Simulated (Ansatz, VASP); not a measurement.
## Sr in VASP and in Ansatz

Contents of POSCAR:

```
Sr
1.0
   -2.4250000000      2.4250000000      2.4250000000
    2.4250000000     -2.4250000000      2.4250000000
    2.4250000000      2.4250000000     -2.4250000000
Sr
1
Direct
    0.0000000000      0.0000000000      0.0000000000
```

Contents of INCAR.step1:

```
SYSTEM = Sr
PREC = Accurate ; ENCUT = 600
ISMEAR = 0 ; SIGMA = 0.1
LREAL = .FALSE. ; LASPH = .TRUE.
NELM = 100 ; GGA = PE
ALGO = Normal ; EDIFF = 1E-4
LWAVE = .TRUE. ; LCHARG = .FALSE.
```

INCAR.step2

```
SYSTEM = Sr
PREC = Accurate ; ENCUT = 600
EDIFF = 1E-7 ; ISMEAR = 0
SIGMA = 0.1 ; LREAL = .FALSE.
LASPH = .TRUE. ; NELM = 100
ALGO = Normal ; ISIF = 3
LWAVE = .FALSE. ; LCHARG = .FALSE.
METAGGA = R2SCAN ; LMIXTAU = .TRUE.
IBRION = 2 ; NSW = 100
EDIFFG = -0.005 ; ISTART = 1
```

KPOINTS

```
Automatic mesh
0
G
  12 12 12
  0 0 0
```

Input for Ansatz:

```yaml
crystal:
  lattice:
    - [-2.425, 2.425, 2.425]
    - [2.425, -2.425, 2.425]
    - [2.425, 2.425, -2.425]
  atoms:
    - { symbol: Sr, position: [0.0, 0.0, 0.0] }
basis:
  ecutwfc: 500
kpoints:
  mp_grid: { grid: [12, 12, 12] }
hamiltonian:
  xc: r2scan
scf:
  occupations: { method: gaussian, width: 0.1 }
output:
  forces: true
  stress: true
  eigenvalues: true
relax:
  adjacent_minimum: "off"
  f_tol: 0.005
  max_steps: 80
  cell: { stress_tol: 0.05 }
```

Alike in both runs: task relaxation of cell and atoms; functional r2SCAN; k mesh 12 × 12 × 12; occupations gaussian, width 0.1 eV; no spin polarisation.

|  | VASP | Ansatz |
| --- | --- | --- |
| version | VASP 6.6.1 | Ansatz 0.2.0 |
| potentials or method | VASP PAW PBE potentials, release 64 (Sr_sv), cutoff 600 eV | scalar-relativistic, plane waves, PAW |
| valence electrons in the cell | 10 | 10 |

|  | VASP | Ansatz | Ansatz less VASP |
| --- | --- | --- | --- |
| gap on the k mesh at the Fermi level, each at its own relaxed structure (eV) | none | none | - |
| relaxed volume (Å³/atom) | 55.72 | 55.63 | -0.094 |
| relaxed length of the cell vector where the two differ most in proportion (Å) | 4.168 | 4.165 | -0.0024 |

VASP's potentials were made for PBE, not for r2SCAN. A gap of «none» marks a metal or a gap that the smearing closes.
